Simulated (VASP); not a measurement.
Set up this calculation in VASP 6.6.1, as the native input.

```
Task                   : single point
Functional             : PBEsol
Potentials or basis    : VASP PAW PBE potentials, release 64 (S)
Cutoff                 : 500 eV
k mesh                 : 20 × 20 × 20
Occupations            : fermi-dirac, width 0.05 eV
Spin                   : no spin polarisation
Dipole correction      : no
Further INCAR settings : ALGO = Normal; EDIFF = 1e-06; NBANDS = 9
```

The structure of S lies in POSCAR:

```
S
1.0
   -1.3044390656      1.3044390656      1.3044390656
    1.3044390656     -1.3044390656      1.3044390656
    1.3044390656      1.3044390656     -1.3044390656
S
1
Direct
    0.0000000000      0.0000000000      0.0000000000
```

The input as run:

INCAR

```
SYSTEM = S
PREC = Accurate
ENCUT = 500
EDIFF = 1E-6
ISMEAR = -1
SIGMA = 0.05
LREAL = .False.
LASPH = .True.
NELM = 120
ALGO = Normal
ISIF = 2
LWAVE = .False.
LCHARG = .False.
GGA = PS
NBANDS = 9
GGA_COMPAT = .False.
```

KPOINTS

```
regular mesh
0
Gamma
  20 20 20
  0 0 0
```

Potentials or basis: VASP PAW PBE potentials, release 64 (S).

The run is started by

```sh
$ cat potpaw_PBE.64/S/POTCAR > POTCAR
$ mpirun -np 1 vasp_std > vasp.out
```

Results of the run:

```json
{
 "Pressure": "140.2 GPa",
 "Band gap on the k mesh": "zero (band 3 reaches 26.07 eV, above the bottom of band 4 at 9.39 eV)"
}
```

Caveat: the PAW data sets were made with another functional, which shifts forces and pressure a little.

It took 8.6 s on 1 thread of Intel Xeon 8259CL, with other jobs on the host, peak memory 0.12 GiB.
